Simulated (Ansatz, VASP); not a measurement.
## Pt in VASP and in Ansatz

```xyz
1
Lattice="0.0000 1.9658 1.9658 1.9658 0.0000 1.9658 1.9658 1.9658 0.0000" Properties=species:S:1:pos:R:3 pbc="T T T"
Pt    0.0000    0.0000    0.0000
```

Alike in both runs: functional r2SCAN; dispersion D4; k mesh 12 × 12 × 12; occupations fermi-dirac, width 0.1 eV; no spin polarisation.

Ansatz relaxed the structure, and its values are those at the end. VASP's run is a single point on that final structure, the one shown.

|  | VASP | Ansatz |
| --- | --- | --- |
| version | VASP 6.6.1 | Ansatz 0.2.0 |
| potentials or method | VASP PAW PBE potentials, release 64 (Pt) | plane waves, PAW |
| plane-wave cutoff (eV) | 550 | 500 |
| valence electrons in the cell | 10 | 18 |

Ansatz gave:

| Property | Result |
| --- | --- |
| pressure (GPa) | 0.0 |

Question: Estimate VASP's values.

Answer: Pressure (GPa): 0.8.

VASP's potentials were made for PBE, not for r2SCAN. VASP's potentials hold 10 valence electrons a cell and Ansatz's 18, so a difference there can come from the potentials and not from the codes.

Neither program's run includes spin-orbit coupling.
